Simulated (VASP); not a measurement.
# Al96SiN95 (a cell with a defect) in VASP: notebook, part 3 of 3

VASP 6.6.1. The steps go on from the part before.

## Step 5: Single point, PBE

The input, INCAR:

```
SYSTEM = Al96SiN95
PREC = Accurate ; ENCUT = 520
EDIFF = 1E-7 ; ISMEAR = -1
SIGMA = 0.01 ; LREAL = Auto
LASPH = .TRUE. ; NELM = 80
ALGO = Normal ; ISIF = 2
LWAVE = .FALSE. ; LCHARG = .TRUE.
GGA = PE ; LELF = .TRUE.
LVHAR = .TRUE. ; NBANDS = 486
NELECT = 768.0 ; LUSENCCL = .FALSE.
```

The input, KPOINTS:

```
regular mesh
0
G
  1 1 1
  0 0 0
```

Changes to POSCAR since step 4:

```diff
@@ -2,5 +2,5 @@
 1.0
-   12.5190278292      0.0000001148      0.0000000000
-   -6.2595140140     10.8417960733      0.0000000000
-    0.0000000000      0.0000000000     15.0522098900
+   12.5190278256      0.0000001155      0.0000000000
+   -6.2595140128     10.8417960699      0.0000000000
+    0.0000000000      0.0000000000     15.0522098894
 Al N Si
```

Potentials or basis: VASP PAW PBE potentials, release 64 (Al, N, Si).

Run with:

```sh
$ cat potpaw_PBE.64/Al/POTCAR potpaw_PBE.64/N/POTCAR potpaw_PBE.64/Si/POTCAR > POTCAR
$ mpirun -np 1 vasp_gam > vasp.out
```

OUTCAR:

```text
SYSTEM = Al96SiN95
   PREC = Accurate
   ENCUT = 520
   EDIFF = 1E-7
   ISMEAR = -1
   LREAL = Auto
   LASPH = .TRUE.
   NELM = 80
   ISIF = 2
   GGA = PE
   NELECT = 768.0

 ion  position               nearest neighbor table
   1  0.166  0.084  0.166- 122 1.90  98 1.90 116 1.91  97 1.92  24 3.08  20 3.10  26 3.11   2 3.11
                             6 3.11  30 3.11  31 3.13   7 3.13  73 3.13  25 3.13  91 3.13  19 3.13
   2  0.083  0.168  0.333- 103 1.90  97 1.91 168 1.91 100 1.92   3 3.09   8 3.09  73 3.10   1 3.11
                             9 3.11  74 3.12  75 3.13  32 3.13  26 3.14  20 3.14   7 3.14  92 3.14
   3  0.167  0.086  0.500- 100 1.91 124 1.91 118 1.92  99 1.93   2 3.09  26 3.09  20 3.10  22 3.10
                            28 3.12   4 3.12   9 3.12  33 3.12  93 3.16  21 3.16  75 3.16  27 3.16
   4  0.080  0.163  0.669- 105 1.87 170 1.90 102 1.90  99 1.90   9 2.98  11 3.05  77 3.05   5 3.07
                            94 3.10  22 3.11   3 3.12  76 3.12  75 3.13  28 3.15  34 3.17  10 3.17
   5  0.165  0.081  0.834- 102 1.89 126 1.89 120 1.90 101 1.90  30 3.06   6 3.06  28 3.07   4 3.07
                            24 3.09  22 3.10  95 3.12  23 3.12  77 3.14  29 3.14  11 3.14  35 3.14
   6  0.082  0.166  0.998- 101 1.90 172 1.90  98 1.90 107 1.91   7 3.04  77 3.06   5 3.06  11 3.11
                             1 3.11  73 3.11  96 3.12  24 3.13  30 3.13  78 3.13  36 3.14  12 3.14
   7  0.162  0.331  0.161- 103 1.87 104 1.89  98 1.89 128 1.92  32 2.92   6 3.04  12 3.04  36 3.07
                            79 3.10  73 3.10  13 3.13   1 3.13   2 3.14   8 3.14  37 3.20  31 3.20
   8  0.083  0.415  0.333- 103 1.90 109 1.91 174 1.91 106 1.92  15 3.09   2 3.09  79 3.10  13 3.11
                             9 3.11  74 3.12  81 3.13  32 3.13  38 3.14  14 3.14   7 3.14  80 3.14
   9  0.141  0.320  0.508- 106 1.90 100 1.90 105 1.92 192 2.20  75 2.95  81 2.95   4 2.98  10 2.98
[... 268 lines left out ...]
 190  0.916  0.833  0.961-  90 1.90  24 1.90  96 1.90  95 1.92
 191  0.833  0.916  0.794-  71 1.90  77 1.90  95 1.90  94 1.91
 192  0.333  0.416  0.460-   9 2.20  33 2.20  39 2.20  32 2.24  34 2.94

  LATTYP: Found a hexagonal cell.
 ALAT       =    12.5190278256
 C/A-ratio  =     1.2023465479

  Lattice vectors:

 A1 = (  12.5190278256,   0.0000001155,   0.0000000000)
 A2 = (  -6.2595140128,  10.8417960699,   0.0000000000)
 A3 = (   0.0000000000,   0.0000000000,  15.0522098894)

Analysis of symmetry for initial positions (statically):
=====================================================================
 Subroutine PRICEL returns:
 Original cell was already a primitive cell.

 Routine SETGRP: Setting up the symmetry group for a
 hexagonal supercell.

 Subroutine GETGRP returns: Found  1 space group operations
 (whereof  1 operations were pure point group operations)
 out of a pool of 24 trial point group operations.

The static configuration has the point symmetry C_1 .

Analysis of symmetry for dynamics (positions and initial velocities):
=====================================================================
 Subroutine PRICEL returns:
 Original cell was already a primitive cell.

 Routine SETGRP: Setting up the symmetry group for a
 hexagonal supercell.

 Subroutine GETGRP returns: Found  1 space group operations
 (whereof  1 operations were pure point group operations)
 out of a pool of 24 trial point group operations.

The dynamic configuration has the point symmetry C_1 .

 Subroutine INISYM returns: Found  1 space group operations
 (whereof  1 operations are pure point group operations),
 and found     1 'primitive' translations

[... 80 lines left out ...]
   total plane-waves  NPLWV = ******
   dimension x,y,z NGX =    96 NGY =   96 NGZ =  112
   dimension x,y,z NGXF=   192 NGYF=  192 NGZF=  224
   ions per type =              96  95   1
   NGX,Y,Z   is equivalent  to a cutoff of  12.75, 12.75, 12.37 a.u.
   NGXF,Y,Z  is equivalent  to a cutoff of  25.50, 25.50, 24.74 a.u.
 SYSTEM =  Al96SiN95
   PREC   = accura    normal or accurate (medium, high low for compatibility)
   ISTART =      0    job   : 0-new  1-cont  2-samecut
   ICHARG =      2    charge: 1-file 2-atom 10-const
   ISPIN  =      1    spin polarized calculation?
   LNONCOLLINEAR =      F non collinear calculations
   LSORBIT =      F    spin-orbit coupling
   LASPH  =      T    aspherical Exc in radial PAW
   ENCUT  =  520.0 eV  38.22 Ry    6.18 a.u.  23.28 23.28 27.99*2*pi/ulx,y,z
   NELM   =     80;   NELMIN=  2; NELMDL= -5     # of ELM steps
   EDIFF  = 0.1E-06   stopping-criterion for ELM
   LREAL  =      T    real-space projection
   EDIFFG = 0.1E-05   stopping-criterion for IOM
   NSW    =      0    number of steps for IOM
   IBRION =     -1    ionic relax: 0-MD 1-quasi-New 2-CG
   NFREE  =      0    steps in history (QN), initial steepest desc. (CG)
   ISIF   =      2    stress and relaxation
   ISYM   =      2    0-nonsym 1-usesym 2-fastsym
   POTIM  = 0.5000    time-step for ionic-motion
   TEBEG  =    0.0;   TEEND  =   0.0 temperature during run
   PSTRESS=    0.0 pullay stress
   NELECT =     768.0000    total number of electrons
   NUPDOWN=      -1.0000    fix difference up-down
   EMIN   =  10.00;   EMAX   =-10.00  energy-range for DOS
   EFERMI =   0.00;   METHOD = LEGACY
   ISMEAR =    -1;   SIGMA  =   0.01  broadening in eV -4-tet -1-fermi 0-gaus
   EFERMI_NEDOS =   21; number of points for ismear=-14 and -15
   IALGO  =     38    algorithm
   IMIX   =      4    mixing-type and parameters
     AMIX     =   0.40;   BMIX     =  1.00
     AMIX_MAG =   1.60;   BMIX_MAG =  1.00
  volume/ion in A,a.u.               =      10.64        71.81
  Fermi-wavevector in a.u.,A,eV,Ry     =   1.181511  2.232733 18.993310  1.395969
  Thomas-Fermi vector in A             =   2.317783
   LORBIT       =      0    0 simple, 1 ext, 2 COOP (PROOUT), +10 PAW based schemes
   GGA     = PE    functional components
   LHFCALC =     F    Hartree Fock is set to
   AEXX    =    0.0000 exact exchange contribution
   IVDW    =     0    specifies the selected vdW correction
   LEPSILON=     F    determine dielectric tensor
   LRPA    =     F    only Hartree local field effects (RPA)
 non-spin polarized calculation
  energy-cutoff  :      520.00
  volume of cell :     2043.02
 maximum number of plane-waves:     27553
 NGX is ok and might be reduce to    96
   NGX = 47   NGY = 47   NGZ = 55

 number of electron     767.9999965 magnetization

 Free energy of the ion-electron system (eV)
  ---------------------------------------------------
  ext. energy  EPLUGINS =         0.00000000
  ---------------------------------------------------
  free energy    TOTEN  =     -1408.54922107 eV

  energy without entropy =    -1408.54922107  energy(sigma->0) =    -1408.54922107

 E-fermi :   8.2655     XC(G=0): -10.8480

 val. band max:        7.9993710091   @ k =   0.0000   0.0000   0.0000
 cond. band min:      10.0692979433   @ k =   0.0000   0.0000   0.0000
 fundamental gap:      2.0699269342
 Fermi energy:         8.2654830002

 k-point     1 :       0.0000    0.0000    0.0000
  band No.  band energies     occupation
      1      -9.0962      2.00000
      2      -8.6985      2.00000
      3      -8.6598      2.00000
      4      -8.3938      2.00000
      5      -8.3938      2.00000
      6      -8.3880      2.00000
[... 388 lines left out ...]
    395      11.5431      0.00000
    396      11.6186      0.00000
 [bands above 396 left out]

------------------------ aborting loop because EDIFF is reached ----------------------------------------

  FORCE on cell =-STRESS in cart. coord.  units (eV):
  Direction    XX          YY          ZZ          XY          YZ          ZX
  --------------------------------------------------------------------------------------
  -------------------------------------------------------------------------------------
  Total       34.0384287     34.0500847     25.9256277     -0.0123344      0.0030004      0.0052750
  in kB       26.6936511     26.7027920     20.3314221     -0.0096729      0.0023530      0.0041368
  external PRESSURE =      24.5759551 kB  Pullay stress =       0.0000000 kB

 VOLUME and BASIS-vectors are now :
 -----------------------------------------------------------------------------
  energy-cutoff  :      520.00
  volume of cell :     2043.02
      direct lattice vectors                 reciprocal lattice vectors
    12.519027826  0.000000115  0.000000000     0.079878407  0.046117821 -0.000000000
    -6.259514013 10.841796070  0.000000000    -0.000000001  0.092235640  0.000000000
     0.000000000  0.000000000 15.052209889     0.000000000 -0.000000000  0.066435428

 POSITION                                       TOTAL-FORCE (eV/Angst)
 -----------------------------------------------------------------------------------
      1.55910      0.90536      2.49956        -0.001517      0.000332      0.006368
     -0.01065      1.82360      5.01632        -0.000150      0.002349     -0.000144
      1.55912      0.93035      7.52353         0.001104      0.001900     -0.001899
     -0.01793      1.77226     10.07545         0.000428     -0.004498     -0.001642
      1.55910      0.88337     12.54883        -0.000471     -0.001365     -0.002795
     -0.00593      1.79580     15.01747         0.001169     -0.000068      0.002635
[... 184 lines left out ...]
      4.69238      9.93302     11.95635        -0.000506      0.000780     -0.001642
      1.55897      4.51409      6.92468         0.001652      0.001056      0.003995
 -----------------------------------------------------------------------------------
    total drift:                               -0.056152     -0.031468      0.006891

  FREE ENERGIE OF THE ION-ELECTRON SYSTEM (eV)
  ---------------------------------------------------
  free  energy   TOTEN  =     -1408.5492210651 eV

  energy  without entropy=    -1408.5492210651  energy(sigma->0) =    -1408.54922107
```

It took 5.2 min on 1 × NVIDIA H100 80GB with 1 thread of AMD EPYC 7R13 (Zen 3), shared host; peak memory 2.3 GiB.

What came out:

| Item | Value |
| --- | --- |
| Free energy | -1408.5492 eV |
| Largest force | 0.009 eV/Å |

Levels at points of the mesh, in eV from the Fermi level:
```csv
k point,band 380,band 381,band 382,band 383,band 384,band 385,band 386,band 387,band 388,band 389
"(0.00, 0.00, 0.00)",-2.48,-2.29,-0.48,-0.27,-0.27,1.80,2.52,2.61,2.61,2.63
```

Caveat: the k points lie up to 0.58 Å⁻¹ apart; the cell carries a net charge on a neutralising background, which shifts energy and pressure; the cell is charged against a uniform background, so pressure and absolute levels hang on convention.
